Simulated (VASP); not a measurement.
A run of VASP 6.6.1:

File INCAR:

```
SYSTEM = CdBr6
PREC = Accurate ; ENCUT = 520
EDIFF = 1E-6 ; ISMEAR = 0
SIGMA = 0.1 ; LREAL = .False.
LASPH = .True. ; NELM = 60
ALGO = Normal ; ISIF = 2
LWAVE = .False. ; LCHARG = .False.
GGA = PE ; NBANDS = 36
```

Contents of KPOINTS:

```
Automatic mesh
0
Gamma
  4 4 4
  0 0 0
```

The input POSCAR:

```
CdBr6
1.0
   -4.1248637000      4.1248637000      4.1248637000
    4.1248637000     -4.1248637000      4.1248637000
    4.1248637000      4.1248637000     -4.1248637000
Cd Br
1 6
Direct
    0.0000000000      0.0000000000      0.0000000000
    0.0000000000      0.3250650700      0.3250650700
    0.0000000000      0.6749349300      0.6749349300
    0.3250650700      0.0000000000      0.3250650700
    0.6749349300      0.0000000000      0.6749349300
    0.3250650700      0.3250650700      0.0000000000
    0.6749349300      0.6749349300      0.0000000000
```

Potentials or basis: VASP PAW PBE potentials, release 64 (Cd, Br).

Launch:

```sh
$ cat potpaw_PBE.64/Cd/POTCAR potpaw_PBE.64/Br/POTCAR > POTCAR
$ mpirun -np 1 vasp_std > vasp.out
```

Hardware: 1 thread of Intel Xeon 6975P-C, on a shared host.

Problem. How long does it take, and how much memory?

Solution. Wall time 120 s on 1 thread of Intel Xeon 6975P-C (shared host), peak memory 0.42 GiB. Counts: scf iterations 13, k points 8.
